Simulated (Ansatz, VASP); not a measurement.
# One calculation of Ta, two programs

```
Ta
1.0
     1.45674    0.84105    7.53433
    -1.45674    0.84105    7.53433
     0.00000   -1.68210    7.53433
Ta
3
Direct
  0.00000 0.00000 0.00000
  0.22220 0.22220 0.22220
  0.77780 0.77780 0.77780
```

Alike in both runs: functional r2SCAN; k mesh 6 × 6 × 6; occupations gaussian, width 0.1 eV; no spin polarisation.

Ansatz relaxed the structure, and its values are those at the end. VASP's run is a single point on that final structure, the one shown.

|  | VASP | Ansatz |
| --- | --- | --- |
| version | VASP 6.6.1 | Ansatz 0.2.0 |
| potentials or method | VASP PAW PBE potentials, release 64 (Ta_pv), cutoff 520 eV | scalar-relativistic, plane waves, PAW |
| valence electrons in the cell | 33 | 39 |

```tsv
	VASP	Ansatz	Ansatz less VASP
gap on the k mesh at the Fermi level (eV)	none	none	-
pressure (GPa)	0.4	-0.2	-0.55
rms of the force components (eV/Å)	0.008	0.007	-0.0002
```

VASP's potentials were made for PBE, not for r2SCAN. A gap of «none» marks a metal or a gap that the smearing closes. VASP's potentials hold 33 valence electrons a cell and Ansatz's 39, so a difference there can come from the potentials and not from the codes.

The k mesh is coarse, so the values compare programs but aren't converged. Spin-orbit coupling is off throughout.
